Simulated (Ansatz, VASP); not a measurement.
# TiSi6Mo: VASP beside Ansatz

```
Ti Si Mo
1.0
     3.32785    0.00000    0.00000
     0.00000    3.32785    0.00000
     0.00000    0.00000   10.21877
Ti Si Mo
1 6 1
Direct
  0.00000 0.00000 0.00000
  0.50000 0.50000 0.87125
  0.50000 0.50000 0.12875
  0.00000 0.00000 0.75224
  0.00000 0.00000 0.24776
  0.50000 0.50000 0.62644
  0.50000 0.50000 0.37356
  0.00000 0.00000 0.50000
```

Alike in both runs: functional PBE; k mesh 10 × 10 × 4; occupations gaussian, width 0.1 eV; no spin polarisation.

Ansatz relaxed the structure, and its values are those at the end. VASP's run is a single point on that final structure, the one shown.

```csv
,VASP,Ansatz
version,VASP 6.6.1,Ansatz 0.2.0
potentials or method,"VASP PAW PBE potentials, release 64 (Ti_sv, Si, Mo_sv), cutoff 520 eV","scalar-relativistic, plane waves, PAW"
valence electrons in the cell,50,50
```

Ansatz gave:

| Item | Value |
| --- | --- |
| gap on the k mesh at the Fermi level (eV) | none |
| pressure (GPa) | 0.0 |
| rms of the force components (eV/Å) | 0.003 |

What did VASP give for the same quantities?

gap on the k mesh at the Fermi level (eV): none; pressure (GPa): 0.0; rms of the force components (eV/Å): 0.004.

A gap of «none» marks a metal or a gap that the smearing closes. With one functional, cell and mesh, what is left measures potentials, basis and numerics.
